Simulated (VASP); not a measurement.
Mg3CdS4: relaxation of cell and atoms with PBE

The system is Mg3CdS4.

```
Mg Cd S
1.0
    -2.76671    2.76671    5.53342
     2.76671   -2.76671    5.53342
     2.76671    2.76671   -5.53342
Mg Cd S
3 1 4
Direct
  0.00000 0.00000 0.00000
  0.75000 0.25000 0.50000
  0.25000 0.75000 0.50000
  0.50000 0.50000 0.00000
  0.75000 0.75000 0.00000
  0.25000 0.25000 0.00000
  0.50000 0.00000 0.50000
  0.00000 0.50000 0.50000
```

```
Program                : VASP 6.6.1
Task                   : relaxation of cell and atoms
Functional             : PBE
Potentials or basis    : VASP PAW PBE potentials, release 64 (Mg, Cd, S)
Cutoff                 : 600 eV
k mesh                 : 4 × 4 × 4
Occupations            : gaussian, width 0.1 eV
Spin                   : no spin polarisation
Dipole correction      : no
Further INCAR settings : ALGO = Normal; EDIFF = 1e-06; IBRION = 2; EDIFFG = -0.04; NSW = 90; ISIF = 3
```

The relaxed volume is 18.65 Å³/atom. The relaxed cell is a = 6.498 Å, b = 6.498 Å, c = 6.498 Å, α = 131.85°, β = 131.85°, γ = 70.47°. The space group after relaxing (to 0.05 Å) is I4/mmm (No. 139). The energy gained by relaxing is 65.6 meV/atom and the ionic steps are 5. The pressure after relaxing is 0.2 GPa and the band gap on the k mesh is 0.94 eV, indirect (least direct gap 1.87 eV).

The path:
| step | energy change (eV) | largest force (eV/Å) | pressure (GPa) | volume (Å³) |
| --- | --- | --- | --- | --- |
| 1 | 0.0000 | 0.3600 | -7.01 | 169.43 |
| 2 | -0.4861 | 0.4704 | 1.07 | 147.70 |
| 3 | -0.4915 | 0.4609 | 0.15 | 149.50 |
| 4 | -0.5088 | 0.3186 | 0.13 | 149.41 |
| 5 | -0.5246 | 0.0019 | 0.18 | 149.21 |

Final structure:
```cif
data_structure
_symmetry_space_group_name_H-M 'P 1'
_symmetry_Int_Tables_number 1
_cell_length_a 6.4983
_cell_length_b 6.4983
_cell_length_c 6.4983
_cell_angle_alpha 131.846
_cell_angle_beta 131.846
_cell_angle_gamma 70.472
_cell_volume 149.21
loop_
_atom_site_label
_atom_site_type_symbol
_atom_site_fract_x
_atom_site_fract_y
_atom_site_fract_z
_atom_site_occupancy
Mg1 Mg 0.00000 0.00000 0.00000 1
Mg2 Mg 0.75000 0.25000 0.50000 1
Mg3 Mg 0.25000 0.75000 0.50000 1
Cd1 Cd 0.50000 0.50000 0.00000 1
S1 S 0.75819 0.75819 0.00000 1
S2 S 0.24181 0.24181 0.00000 1
S3 S 0.50000 0.00000 0.50000 1
S4 S 0.00000 0.50000 0.50000 1
```

Levels at points of the mesh, in eV from the valence-band top:
| k point | band 19 | band 20 | band 21 | band 22 | band 23 | band 24 |
| --- | --- | --- | --- | --- | --- | --- |
| (0.00, 0.00, 0.00) | -0.65 | -0.64 | -0.64 | 1.22 | 2.49 | 4.35 |
| (0.50, 0.00, 0.00) | -1.71 | -1.24 | -0.80 | 3.99 | 4.31 | 4.88 |
| (0.50, 0.50, 0.00) | -1.03 | -0.60 | 0.00 | 3.77 | 3.78 | 4.86 |
| (0.50, 0.50, 0.50) | -1.58 | -1.45 | -1.45 | 0.94 | 2.06 | 4.03 |

Wall time 5.3 min on 1 thread of Intel(R) Xeon(R) Platinum 8375C CPU @ 2.90GHz (Ice Lake), on a shared host, peak memory 0.45 GiB.

A k mesh can miss the band edges. PBE gaps usually lie below the measured ones, often by a third to a half.
